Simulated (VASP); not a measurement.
# Tl (Pm-3m) in VASP: a series of runs, part 2 of 2

VASP 6.6.1. Earlier steps stand in the parts before.

### Step 6. Single point, revPBE (volume scaled by 1.08)

Input file INCAR:

```
SYSTEM = Tl
PREC = Accurate
ENCUT = 520
EDIFF = 1E-6
ISMEAR = -1
SIGMA = 0.1
LREAL = .FALSE.
LASPH = .TRUE.
NELM = 100
ALGO = Normal
ISIF = 2
LWAVE = .FALSE.
LCHARG = .TRUE.
GGA = RE
LELF = .TRUE.
LVHAR = .TRUE.
NBANDS = 12
```

Input file KPOINTS:

```
Automatic mesh
0
G
  11 11 11
  0 0 0
```

Input file POSCAR:

```
Tl
1.0
    3.3960506630      0.0000000000      0.0000000000
    0.0000000000      3.3960506630      0.0000000000
    0.0000000000      0.0000000000      3.3960506630
Tl
1
Direct
    0.0000000000      0.0000000000      0.0000000000
```

Potentials or basis: VASP PAW PBE potentials, release 64 (Tl_d).

The run is started by

```console
cat potpaw_PBE.64/Tl_d/POTCAR > POTCAR
mpirun -np 1 vasp_std > vasp.out
```

OUTCAR:

```text
SYSTEM = Tl
   PREC = Accurate
   ENCUT = 520
   EDIFF = 1E-6
   ISMEAR = -1
   LREAL = .FALSE.
   LASPH = .TRUE.
   NELM = 100
   ISIF = 2
   GGA = RE

 ion  position               nearest neighbor table
   1  0.000  0.000  0.000-

  LATTYP: Found a simple cubic cell.
 ALAT       =     3.3960506630

  Lattice vectors:

 A1 = (   3.3960506630,   0.0000000000,   0.0000000000)
 A2 = (   0.0000000000,   3.3960506630,   0.0000000000)
 A3 = (   0.0000000000,   0.0000000000,   3.3960506630)

[... 529 lines left out ...]
      4      -7.4792      2.00000
      5      -7.3839      2.00000
      6      -3.4981      2.00000
      7       4.8055      0.00092
      8       9.5288      0.00000
      9       9.8088      0.00000
     10      14.8805      0.00000
     11      15.3827      0.00000
     12      17.1995      0.00000

 [... further k-points ...]
[... 5 lines left out ...]
  --------------------------------------------------------------------------------------
  -------------------------------------------------------------------------------------
  Total       -0.2747910     -0.2747910     -0.2747910     -0.0000000     -0.0000000      0.0000000
  in kB      -11.2406296    -11.2406296    -11.2406296     -0.0000000     -0.0000000      0.0000000
  external PRESSURE =     -11.2406296 kB  Pullay stress =       0.0000000 kB

 VOLUME and BASIS-vectors are now :
 -----------------------------------------------------------------------------
  energy-cutoff  :      520.00
  volume of cell :       39.17
      direct lattice vectors                 reciprocal lattice vectors
     3.396050663  0.000000000  0.000000000     0.294459683  0.000000000  0.000000000
     0.000000000  3.396050663  0.000000000     0.000000000  0.294459683  0.000000000
     0.000000000  0.000000000  3.396050663     0.000000000  0.000000000  0.294459683

 POSITION                                       TOTAL-FORCE (eV/Angst)
 -----------------------------------------------------------------------------------
      0.00000      0.00000      0.00000         0.000000      0.000000      0.000000
 -----------------------------------------------------------------------------------
    total drift:                               -0.000000     -0.000000     -0.000000

  FREE ENERGIE OF THE ION-ELECTRON SYSTEM (eV)
  ---------------------------------------------------
  free  energy   TOTEN  =        -1.7785967778 eV

  energy  without entropy=       -1.7557505143  energy(sigma->0) =       -1.76717365
```

OSZICAR:

```text
N       E                     dE             d eps       ncg     rms          rms(c)
DAV:   1     0.496449828276E+02    0.49645E+02   -0.64726E+03  1400   0.906E+02
DAV:   2    -0.114026786542E+01   -0.50785E+02   -0.49855E+02  1536   0.203E+02
DAV:   3    -0.178203208464E+01   -0.64176E+00   -0.63972E+00  1608   0.205E+01
DAV:   4    -0.178579360015E+01   -0.37615E-02   -0.37612E-02  1476   0.179E+00
DAV:   5    -0.178585186056E+01   -0.58260E-04   -0.58260E-04  1604   0.220E-01    0.116E+00
DAV:   6    -0.177887233522E+01    0.69795E-02   -0.14648E-02  1512   0.107E+00    0.855E-01
DAV:   7    -0.177843647325E+01    0.43586E-03   -0.61144E-03  1496   0.689E-01    0.360E-01
DAV:   8    -0.177858461568E+01   -0.14814E-03   -0.43449E-04  1516   0.161E-01    0.198E-02
DAV:   9    -0.177859418112E+01   -0.95654E-05   -0.10447E-05  1532   0.250E-02    0.775E-03
DAV:  10    -0.177859671203E+01   -0.25309E-05   -0.23192E-06  1480   0.118E-02    0.531E-04
DAV:  11    -0.177859677781E+01   -0.65783E-07   -0.43815E-08   704   0.126E-03
   1 F= -.17785968E+01 E0= -.17671736E+01  d E =-.228463E-01
```

stdout:

```text
POSCAR found type information on POSCAR Tl
 POSCAR found :  1 types and       1 ions
 scaLAPACK will be used
 -----------------------------------------------------------------------------
|                                                                             |
|                                                                             |
|     You enforced a specific xc type in the INCAR file but a different       |
|     I HOPE YOU KNOW WHAT YOU ARE DOING!                                     |
|                                                                             |
 -----------------------------------------------------------------------------

 LDA part: xc-table for (Slater+PW92), standard interpolation
 POSCAR, INCAR and KPOINTS ok, starting setup
 FFT: planning ... GRIDC
 FFT: planning ... GRID_SOFT
 FFT: planning ... GRID
 WAVECAR not read
 entering main loop
```

Run time: 24 s. Hardware: 1 thread of AMD EPYC 7R43 (Zen 3), shared host; peak memory 0.13 GiB.

What came out:

```
Free energy : -1.7786 eV
Pressure    : -1.1 GPa
```

Caveat: the PAW data sets were made with another functional, which shifts forces and pressure a little; spin-orbit coupling is left out, which moves the levels of the heavy elements.

### Step 7. Single point, revPBE (volume scaled by 1.12)

Input file INCAR:

```
SYSTEM = Tl
PREC = Accurate
ENCUT = 520
EDIFF = 1E-6
ISMEAR = -1
SIGMA = 0.1
LREAL = .False.
LASPH = .True.
NELM = 60
ALGO = Normal
ISIF = 2
LWAVE = .False.
LCHARG = .True.
GGA = RE
LELF = .True.
LVHAR = .True.
NBANDS = 12
```

Input file KPOINTS:

```
Automatic mesh
0
Gamma
  11 11 11
  0 0 0
```

Input file POSCAR:

```
Tl
1.0
    3.4374699971      0.0000000000      0.0000000000
    0.0000000000      3.4374699971      0.0000000000
    0.0000000000      0.0000000000      3.4374699971
Tl
1
Direct
    0.0000000000      0.0000000000      0.0000000000
```

The run is started by

```console
cat potpaw_PBE.64/Tl_d/POTCAR > POTCAR
mpirun -np 1 vasp_std > vasp.out
```

Run time: 30 s. Hardware: 1 thread of AMD EPYC 7R43 (Zen 3), shared host; peak memory 0.13 GiB.

It converged, with:

* Free energy: -1.7672 eV
* Pressure: -1.5 GPa

Levels at points of the mesh, in eV from the Fermi level:
| k point | band 2 | band 3 | band 4 | band 5 | band 6 | band 7 | band 8 | band 9 | band 10 | band 11 |
| --- | --- | --- | --- | --- | --- | --- | --- | --- | --- | --- |
| (0.00, 0.00, 0.00) | -12.00 | -11.44 | -11.44 | -11.44 | -8.55 | 5.64 | 5.64 | 5.64 | 7.71 | 9.63 |

Caveat: the PAW data sets were made with another functional, which shifts forces and pressure a little; spin-orbit coupling is left out, which moves the levels of the heavy elements.

### Step 8. The runs side by side

| cell | gap on the mesh (eV) | pressure (GPa) |
| --- | --- | --- |
| a = 3.172 Å, 1 atom | none | 3.2 |
| a = 3.265 Å, 1 atom | none | 0.8 |
| a = 3.310 Å, 1 atom | none | 0.0 |
| a = 3.354 Å, 1 atom | none | -0.6 |
| a = 3.396 Å, 1 atom | none | -1.1 |
| a = 3.437 Å, 1 atom | none | -1.5 |

Alike in all rows: task single point; level revPBE; potentials or basis VASP PAW PBE potentials, release 64 (Tl_d); no spin polarisation; k mesh 11 × 11 × 11; cutoff (eV) 520; smearing fermi-dirac 0.1 eV.

Caveats: the PAW data sets were made with another functional, which shifts forces and pressure a little; spin-orbit coupling is left out, which moves the levels of the heavy elements.

Absolute energies hang on the potentials; compare differences alone.
